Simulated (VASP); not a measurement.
# TlPt (P6/mmm) in VASP: single point with PBE

Aim: the single point of TlPt with PBE.

Everything below comes from runs of VASP 6.6.1. Logs are shortened: lines on timing, memory, paths and dates and some standing lists are left out, and cuts for length are marked.

### 1 The cell of the first run

The structure is hexagonal, space group P6/mmm (No. 191). The conventional cell has a = 6.758 Å, b = 6.758 Å, c = 3.852 Å, α = 90.00°, β = 90.00°, γ = 120.00°. Tl (site symmetry mmm) has 6 Pt at 2.74 to 3.38 Å and 4 Tl at 3.38 Å within 3.6 Å. Pt (site symmetry 6/mmm) has 6 Tl at 3.38 Å and 14 Pt at 3.85 to 4.35 Å within 4.4 Å. Within 3.6 Å of Pt (site symmetry -6m2) lie 6 Tl at 2.74 Å.

### 2 Single point, PBE

The input, INCAR:

```
SYSTEM = TlPt
  ALGO = Normal
  EDIFF = 1E-7
  ENCUT = 520
  GGA = PE
  ISIF = 2
  ISMEAR = 0
  LASPH = .TRUE.
  LCHARG = .FALSE.
  LREAL = .FALSE.
  LWAVE = .FALSE.
  NBANDS = 44
  NELM = 80
  PREC = Accurate
  SIGMA = 0.1
```

The input, KPOINTS:

```
k-points
0
G
  3 3 6
  0 0 0
```

The input, POSCAR:

```
TlPt
1.0
    6.7580001391      0.0000000000      0.0000000000
   -3.3790000695      5.8525997992      0.0000000000
    0.0000000000      0.0000000000      3.8517080000
Tl Pt
3 3
Direct
    0.0000000000      0.5000000000      0.0000000000
    0.5000000000      0.0000000000      0.0000000000
    0.5000000000      0.5000000000      0.0000000000
    0.0000000000      0.0000000000      0.0000000000
    0.6666666700      0.3333333300      0.5000000000
    0.3333333300      0.6666666700      0.5000000000
```

Potentials or basis: VASP PAW PBE potentials, release 64 (Tl_d, Pt).

Started as:

```bash
> cat potpaw_PBE.64/Tl_d/POTCAR potpaw_PBE.64/Pt/POTCAR > POTCAR
> mpirun -np 1 vasp_std > vasp.out
```

OUTCAR:

```text
SYSTEM = TlPt
   EDIFF = 1E-7
   ENCUT = 520
   GGA = PE
   ISIF = 2
   ISMEAR = 0
   LASPH = .TRUE.
   LREAL = .FALSE.
   NELM = 80
   PREC = Accurate

 ion  position               nearest neighbor table
   1  0.000  0.500  0.000-   5 2.74   6 2.74   5 2.74   6 2.74   4 3.38   4 3.38   2 3.38   2 3.38
                             3 3.38   3 3.38
   2  0.500  0.000  0.000-   5 2.74   6 2.74   5 2.74   6 2.74   3 3.38   3 3.38   1 3.38   1 3.38
                             4 3.38   4 3.38
   3  0.500  0.500  0.000-   5 2.74   6 2.74   5 2.74   6 2.74   2 3.38   2 3.38   4 3.38   4 3.38
                             1 3.38   1 3.38
   4  0.000  0.000  0.000-   1 3.38   1 3.38   3 3.38   3 3.38   2 3.38   2 3.38
   5  0.667  0.333  0.500-   2 2.74   2 2.74   1 2.74   1 2.74   3 2.74   3 2.74
   6  0.333  0.667  0.500-   2 2.74   2 2.74   1 2.74   1 2.74   3 2.74   3 2.74

  LATTYP: Found a hexagonal cell.
 ALAT       =     6.7580001391
 C/A-ratio  =     0.5699479019

  Lattice vectors:

 A1 = (   6.7580001391,   0.0000000000,   0.0000000000)
 A2 = (  -3.3790000695,   5.8525997992,   0.0000000000)
 A3 = (   0.0000000000,   0.0000000000,   3.8517080000)

Analysis of symmetry for initial positions (statically):
=====================================================================
 Subroutine PRICEL returns:
 Original cell was already a primitive cell.

 Routine SETGRP: Setting up the symmetry group for a
 hexagonal supercell.

 Subroutine GETGRP returns: Found 24 space group operations
 (whereof 24 operations were pure point group operations)
 out of a pool of 24 trial point group operations.

The static configuration has the point symmetry D_6h.

Analysis of symmetry for dynamics (positions and initial velocities):
=====================================================================
 Subroutine PRICEL returns:
 Original cell was already a primitive cell.

 Routine SETGRP: Setting up the symmetry group for a
 hexagonal supercell.

 Subroutine GETGRP returns: Found 24 space group operations
 (whereof 24 operations were pure point group operations)
 out of a pool of 24 trial point group operations.

The dynamic configuration has the point symmetry D_6h.

 Subroutine INISYM returns: Found 24 space group operations
 (whereof 24 operations are pure point group operations),
 and found     1 'primitive' translations

----------------------------------------------------------------------------------------

                                     Primitive cell

  volume of cell :     152.3423

  direct lattice vectors                    reciprocal lattice vectors
     6.758000139  0.000000000  0.000000000     0.147972770  0.085432119  0.000000000
    -3.379000069  5.852599799  0.000000000     0.000000000  0.170864237  0.000000000
     0.000000000  0.000000000  3.851708000     0.000000000  0.000000000  0.259625081

  length of vectors
     6.758000139  6.758000139  3.851708000     0.170864237  0.170864237  0.259625081

  position of ions in fractional coordinates (direct lattice)
     0.000000000  0.500000000  0.000000000
     0.500000000  0.000000000  0.000000000
     0.500000000  0.500000000  0.000000000
     0.000000000  0.000000000  0.000000000
     0.666666670  0.333333330  0.500000000
     0.333333330  0.666666670  0.500000000

  ion indices of the primitive-cell ions
   primitive index   ion index
                 1           1
                 2           2
                 3           3
                 4           4
                 5           5
                 6           6

----------------------------------------------------------------------------------------

 KPOINTS: k-points

Automatic generation of k-mesh.
 Grid dimensions read from file:
 generate k-points for:    3    3    6

 Generating k-lattice:

  Cartesian coordinates                     Fractional coordinates (reciprocal lattice)
     0.049324257  0.028477373  0.000000000     0.333333333  0.000000000  0.000000000
     0.000000000  0.056954746  0.000000000     0.000000000  0.333333333  0.000000000
     0.000000000  0.000000000  0.043270847     0.000000000  0.000000000  0.166666667

  Length of vectors
     0.056954746  0.056954746  0.043270847

  Shift w.r.t. Gamma in fractional coordinates (k-lattice)
     0.000000000  0.000000000  0.000000000

 Subroutine IBZKPT returns following result:
 ===========================================

 Found     12 irreducible k-points:

 Following reciprocal coordinates:
            Coordinates               Weight
  0.000000  0.000000  0.000000      1.000000
  0.333333  0.000000  0.000000      6.000000
  0.333333  0.333333  0.000000      2.000000
  0.000000  0.000000  0.166667      2.000000
  0.333333  0.000000  0.166667     12.000000
  0.333333  0.333333  0.166667      4.000000
  0.000000  0.000000  0.333333      2.000000
  0.333333  0.000000  0.333333     12.000000
  0.333333  0.333333  0.333333      4.000000
  0.000000  0.000000  0.500000      1.000000
  0.333333  0.000000  0.500000      6.000000
  0.333333  0.333333  0.500000      2.000000
   k-points           NKPTS =     12   k-points in BZ     NKDIM =     12   number of bands    NBANDS=     44
   number of dos      NEDOS =    301   number of ions     NIONS =      6
   total plane-waves  NPLWV =  75000
   dimension x,y,z NGX =    50 NGY =   50 NGZ =   30
   dimension x,y,z NGXF=   100 NGYF=  100 NGZF=   60
   ions per type =               3   3
   NGX,Y,Z   is equivalent  to a cutoff of  12.30, 12.30, 12.95 a.u.
   NGXF,Y,Z  is equivalent  to a cutoff of  24.60, 24.60, 25.90 a.u.
 SYSTEM =  TlPt
   PREC   = accura    normal or accurate (medium, high low for compatibility)
   ISTART =      0    job   : 0-new  1-cont  2-samecut
   ICHARG =      2    charge: 1-file 2-atom 10-const
   ISPIN  =      1    spin polarized calculation?
   LNONCOLLINEAR =      F non collinear calculations
   LSORBIT =      F    spin-orbit coupling
   LASPH  =      T    aspherical Exc in radial PAW
   ENCUT  =  520.0 eV  38.22 Ry    6.18 a.u.  12.57 12.57  7.16*2*pi/ulx,y,z
   NELM   =     80;   NELMIN=  2; NELMDL= -5     # of ELM steps
   EDIFF  = 0.1E-06   stopping-criterion for ELM
   LREAL  =      F    real-space projection
   EDIFFG = 0.1E-05   stopping-criterion for IOM
   NSW    =      0    number of steps for IOM
   IBRION =     -1    ionic relax: 0-MD 1-quasi-New 2-CG
   NFREE  =      0    steps in history (QN), initial steepest desc. (CG)
   ISIF   =      2    stress and relaxation
   ISYM   =      2    0-nonsym 1-usesym 2-fastsym
   POTIM  = 0.5000    time-step for ionic-motion
   TEBEG  =    0.0;   TEEND  =   0.0 temperature during run
   PSTRESS=    0.0 pullay stress
   NELECT =      69.0000    total number of electrons
   NUPDOWN=      -1.0000    fix difference up-down
   EMIN   =  10.00;   EMAX   =-10.00  energy-range for DOS
   EFERMI =   0.00;   METHOD = LEGACY
   ISMEAR =     0;   SIGMA  =   0.10  broadening in eV -4-tet -1-fermi 0-gaus
   EFERMI_NEDOS =   21; number of points for ismear=-14 and -15
   IALGO  =     38    algorithm
   IMIX   =      4    mixing-type and parameters
     AMIX     =   0.40;   BMIX     =  1.00
     AMIX_MAG =   1.60;   BMIX_MAG =  1.00
  volume/ion in A,a.u.               =      25.39       171.34
  Fermi-wavevector in a.u.,A,eV,Ry     =   1.257239  2.375837 21.506037  1.580649
  Thomas-Fermi vector in A             =   2.390907
   LORBIT       =      0    0 simple, 1 ext, 2 COOP (PROOUT), +10 PAW based schemes
   GGA     = PE    functional components
   LHFCALC =     F    Hartree Fock is set to
   AEXX    =    0.0000 exact exchange contribution
   IVDW    =     0    specifies the selected vdW correction
   LEPSILON=     F    determine dielectric tensor
   LRPA    =     F    only Hartree local field effects (RPA)
 non-spin polarized calculation
 Gauss-broadening in eV      SIGMA  =   0.10
  energy-cutoff  :      520.00
  volume of cell :      152.34
 maximum number of plane-waves:      4136
 NGX is ok and might be reduce to    50
   NGX = 25   NGY = 25   NGZ = 15

 number of electron      68.9999982 magnetization

 Free energy of the ion-electron system (eV)
  ---------------------------------------------------
  ext. energy  EPLUGINS =         0.00000000
  ---------------------------------------------------
  free energy    TOTEN  =       -21.72804316 eV

  energy without entropy =      -21.71304016  energy(sigma->0) =      -21.72054166

 E-fermi :   5.7248     XC(G=0): -10.4089

 val. band max:        5.6420133967   @ k =   0.3333   0.3333   0.3333
 cond. band min:       5.7961642639   @ k =   0.3333   0.3333   0.0000
 fundamental gap:      0.1541508672
 Fermi energy:         5.7247572347

 k-point     1 :       0.0000    0.0000    0.0000
  band No.  band energies     occupation
      1      -6.3758      2.00000
      2      -5.9040      2.00000
      3      -5.9040      2.00000
      4      -5.8550      2.00000
      5      -5.8550      2.00000
      6      -5.8445      2.00000
[... 36 lines left out ...]
     43      14.2864      0.00000
     44      14.2864      0.00000

 k-point     2 :       0.3333    0.0000    0.0000
  band No.  band energies     occupation
      1      -6.1854      2.00000
      2      -5.8656      2.00000
      3      -5.8487      2.00000
      4      -5.8325      2.00000
      5      -5.8299      2.00000
      6      -5.7611      2.00000
[... 36 lines left out ...]
     43      12.7456      0.00000
     44      13.2571      0.00000

 k-point     3 :       0.3333    0.3333    0.0000
  band No.  band energies     occupation
      1      -5.9225      2.00000
      2      -5.9225      2.00000
      3      -5.8379      2.00000
      4      -5.8379      2.00000
      5      -5.8117      2.00000
      6      -5.7798      2.00000
[... 36 lines left out ...]
     43      12.2979      0.00000
     44      12.2979      0.00000

 k-point     4 :       0.0000    0.0000    0.1667
  band No.  band energies     occupation
      1      -6.3038      2.00000
      2      -5.9478      2.00000
      3      -5.8933      2.00000
      4      -5.8933      2.00000
      5      -5.8203      2.00000
      6      -5.8203      2.00000
[... 36 lines left out ...]
     43      12.1752      0.00000
     44      12.1752      0.00000

 k-point     5 :       0.3333    0.0000    0.1667
  band No.  band energies     occupation
      1      -6.1431      2.00000
      2      -5.9399      2.00000
      3      -5.8454      2.00000
      4      -5.8301      2.00000
      5      -5.8076      2.00000
      6      -5.7311      2.00000
[... 36 lines left out ...]
     43      12.5423      0.00000
     44      12.9291      0.00000

 k-point     6 :       0.3333    0.3333    0.1667
  band No.  band energies     occupation
      1      -5.9576      2.00000
      2      -5.9576      2.00000
      3      -5.8235      2.00000
      4      -5.8168      2.00000
      5      -5.8168      2.00000
      6      -5.7393      2.00000
[... 36 lines left out ...]
     43      11.4629      0.00000
     44      13.0233      0.00000

 k-point     7 :       0.0000    0.0000    0.3333
  band No.  band energies     occupation
      1      -6.1629      2.00000
      2      -6.1321      2.00000
      3      -5.8911      2.00000
      4      -5.8911      2.00000
      5      -5.7483      2.00000
      6      -5.7483      2.00000
[... 36 lines left out ...]
     43      12.1404      0.00000
     44      12.1404      0.00000

 k-point     8 :       0.3333    0.0000    0.3333
  band No.  band energies     occupation
      1      -6.0681      2.00000
      2      -6.0428      2.00000
      3      -5.8291      2.00000
      4      -5.8106      2.00000
      5      -5.7533      2.00000
      6      -5.7057      2.00000
[... 36 lines left out ...]
     43      11.0659      0.00000
     44      11.5819      0.00000

 k-point     9 :       0.3333    0.3333    0.3333
  band No.  band energies     occupation
      1      -5.9811      2.00000
      2      -5.9811      2.00000
      3      -5.8062      2.00000
      4      -5.7823      2.00000
      5      -5.7823      2.00000
      6      -5.6987      2.00000
[... 36 lines left out ...]
     43      11.9102      0.00000
     44      12.1755      0.00000

 k-point    10 :       0.0000    0.0000    0.5000
  band No.  band energies     occupation
      1      -6.2155      2.00000
      2      -6.0934      2.00000
      3      -5.8966      2.00000
      4      -5.8966      2.00000
      5      -5.7110      2.00000
      6      -5.7110      2.00000
[... 36 lines left out ...]
     43      11.6985      0.00000
     44      11.6985      0.00000

 k-point    11 :       0.3333    0.0000    0.5000
  band No.  band energies     occupation
      1      -6.1157      2.00000
      2      -5.9817      2.00000
      3      -5.8247      2.00000
      4      -5.8173      2.00000
      5      -5.7289      2.00000
      6      -5.6975      2.00000
[... 36 lines left out ...]
     43      11.8820      0.00000
     44      11.9299      0.00000

 k-point    12 :       0.3333    0.3333    0.5000
  band No.  band energies     occupation
      1      -5.9712      2.00000
      2      -5.9712      2.00000
      3      -5.7893      2.00000
      4      -5.7893      2.00000
      5      -5.7872      2.00000
      6      -5.6887      2.00000
[... 36 lines left out ...]
     43      10.9333      0.00000
     44      10.9333      0.00000

------------------------ aborting loop because EDIFF is reached ----------------------------------------

  FORCE on cell =-STRESS in cart. coord.  units (eV):
  Direction    XX          YY          ZZ          XY          YZ          ZX
  --------------------------------------------------------------------------------------
  -------------------------------------------------------------------------------------
  Total       -0.3419085     -0.3419085      0.3673920     -0.0000000      0.0000000      0.0000000
  in kB       -3.5958378     -3.5958378      3.8638463     -0.0000000      0.0000000      0.0000000
  external PRESSURE =      -1.1092764 kB  Pullay stress =       0.0000000 kB

 VOLUME and BASIS-vectors are now :
 -----------------------------------------------------------------------------
  energy-cutoff  :      520.00
  volume of cell :      152.34
      direct lattice vectors                 reciprocal lattice vectors
     6.758000139  0.000000000  0.000000000     0.147972770  0.085432119  0.000000000
    -3.379000069  5.852599799  0.000000000     0.000000000  0.170864237  0.000000000
     0.000000000  0.000000000  3.851708000     0.000000000  0.000000000  0.259625081

 POSITION                                       TOTAL-FORCE (eV/Angst)
 -----------------------------------------------------------------------------------
     -1.68950      2.92630      0.00000        -0.000000      0.000000      0.000000
      3.37900      0.00000      0.00000        -0.000000      0.000000      0.000000
      1.68950      2.92630      0.00000         0.000000      0.000000      0.000000
      0.00000      0.00000      0.00000        -0.000000      0.000000      0.000000
      3.37900      1.95087      1.92585         0.000000     -0.000000      0.000000
     -0.00000      3.90173      1.92585        -0.000000      0.000000      0.000000
 -----------------------------------------------------------------------------------
    total drift:                               -0.000000      0.000000     -0.000000

  FREE ENERGIE OF THE ION-ELECTRON SYSTEM (eV)
  ---------------------------------------------------
  free  energy   TOTEN  =       -21.7280431616 eV

  energy  without entropy=      -21.7130401576  energy(sigma->0) =      -21.72054166
```

It took 86 s on 1 thread of Intel Xeon Platinum 8259CL at 2.50GHz (Skylake/Cascade Lake), shared host; peak memory 0.28 GiB.

What came out:

```yaml
Free_energy: -21.7280 eV
Pressure: -0.1 GPa
```

Levels at points of the mesh, in eV from the Fermi level:
| k point | band 32 | band 33 | band 34 | band 35 | band 36 | band 37 |
| --- | --- | --- | --- | --- | --- | --- |
| (0.00, 0.00, 0.00) | -0.43 | -0.38 | -0.38 | -0.27 | -0.25 | -0.25 |
| (0.00, 0.00, 0.50) | -0.77 | -0.29 | 0.91 | 0.91 | 0.99 | 0.99 |

Caveat: spin-orbit coupling is left out, which moves the levels of the heavy elements.
